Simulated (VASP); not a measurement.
Si3C2, 10 atoms in the cell. It takes space group P-6m2 (No. 187, hexagonal). Conventional cell: a = 2.724 Å, b = 2.724 Å, c = 22.159 Å, α = 90.00°, β = 90.00°, γ = 120.00°. Si (site symmetry 3m) has 3 C at 2.72 Å and 9 Si at 2.72 Å within 3.6 Å. Within 3.6 Å of Si (site symmetry 3m) lie 6 C at 2.72 Å and 6 Si at 2.72 Å. Si (site symmetry 3m) has 3 C at 2.72 Å and 9 Si at 2.72 Å within 3.6 Å. Within 3.6 Å of C (site symmetry 3m) lie 6 Si at 2.72 Å and 6 C at 2.72 Å. Within 3.6 Å of C (site symmetry -6m2) lie 6 Si at 2.72 Å and 6 C at 2.72 Å. Within 3.6 Å of C (site symmetry -6m2) lie 6 Si at 2.72 Å and 6 C at 2.72 Å. 

* Program: VASP 6.6.1
* Task: single point
* Functional: PBE
* Potentials or basis: VASP PAW PBE potentials, release 64 (Si, C)
* Cutoff: 520 eV
* k mesh: 6 × 6 × 1
* Occupations: gaussian, width 0.1 eV
* Spin: no spin polarisation
* Dipole correction: no
* Further INCAR settings: ALGO = Normal; EDIFF = 1e-07; NBANDS = 31

Potentials or basis: VASP PAW PBE potentials, release 64 (Si, C).

Launch:

```bash
$ cat potpaw_PBE.64/Si/POTCAR potpaw_PBE.64/C/POTCAR > POTCAR
$ mpirun -np 1 vasp_std > vasp.out
```

Hardware: 1 thread of Intel(R) Xeon(R) 6975P-C (Granite Rapids), with other jobs on the host.

Estimate the wall time of this run.

Run time: 26 s on 1 thread of Intel(R) Xeon(R) 6975P-C (Granite Rapids) (shared host), peak memory 0.23 GiB. Counts: scf iterations 21, k points 7.
